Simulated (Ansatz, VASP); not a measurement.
## KCl: VASP beside Ansatz

The input INCAR:

```
ALGO     = Normal         # electronic algorithm
EDIFF    = 1E-6           # SCF threshold, eV
ENCUT    = 500            # plane-wave cutoff, eV
GGA      = PE             # functional
GGA_COMPAT= False        
ISIF     = 2              # what is computed and relaxed
ISMEAR   = -1             # smearing method
LASPH    = True           # aspherical terms in the spheres
LCHARG   = False          # write CHGCAR
LREAL    = False          # projectors in reciprocal space
LWAVE    = False          # write WAVECAR
NBANDS   = 15             # bands
NELM     = 120            # most SCF steps
PREC     = Accurate       # precision mode
SIGMA    = 0.02           # smearing width, eV
```

Contents of KPOINTS:

```
k-points
0
Gamma
  7 7 7
```

Contents of POSCAR:

```
KCl
1.0
    3.5848858712      0.0000000000      0.0000000000
    0.0000000000      3.5848858712      0.0000000000
    0.0000000000      0.0000000000      3.5848858712
K Cl
1 1
Direct
    0.0000000000      0.0000000000      0.0000000000
    0.5000000000      0.5000000000      0.5000000000
```

Input for Ansatz:

```yaml
crystal:
  lattice:
    - [3.5848858712, 0.0, 0.0]
    - [0.0, 3.5848858712, 0.0]
    - [0.0, 0.0, 3.5848858712]
  atoms:
    - { symbol: K, position: [0.0, 0.0, 0.0] }
    - { symbol: Cl, position: [0.5, 0.5, 0.5] }
kpoints:
  mp_grid: { grid: [7, 7, 7] }
  band_path:
    path:
      - [0.0, 0.0, 0.0]
      - [0.0, 0.5, 0.0]
      - [0.5, 0.5, 0.0]
      - [0.0, 0.0, 0.0]
      - [0.5, 0.5, 0.5]
      - [0.0, 0.5, 0.0]
      - [0.5, 0.5, 0.5]
      - [0.5, 0.5, 0.0]
    npoints: 5
scf:
  occupations: { method: fermi_dirac, width: 0.02 }
hamiltonian:
  xc: pbe
  pseudopotentials: { kind: all_electron, lapw: { basis_error: 0.0005 } }
output:
  forces: true
  stress: true
  eigenvalues: true
```

Change from the starting cell: volume scaled by 0.96.

Alike in both runs: task single point; functional PBE; k mesh 7 × 7 × 7; occupations fermi-dirac, width 0.02 eV; no spin polarisation.

|  | VASP | Ansatz |
| --- | --- | --- |
| version | VASP 6.6.1 | Ansatz 0.2.0 |
| potentials or method | VASP PAW PBE potentials, release 64 (K_sv, Cl), cutoff 500 eV | all-electron LAPW, scalar-relativistic |

```csv
,VASP,Ansatz,Ansatz less VASP
gap on the k mesh at the Fermi level (eV),5.84,5.85,+0.003
pressure (GPa),6.2,6.2,-0.08
```

Ansatz ran all-electron here, and VASP with PAW potentials.
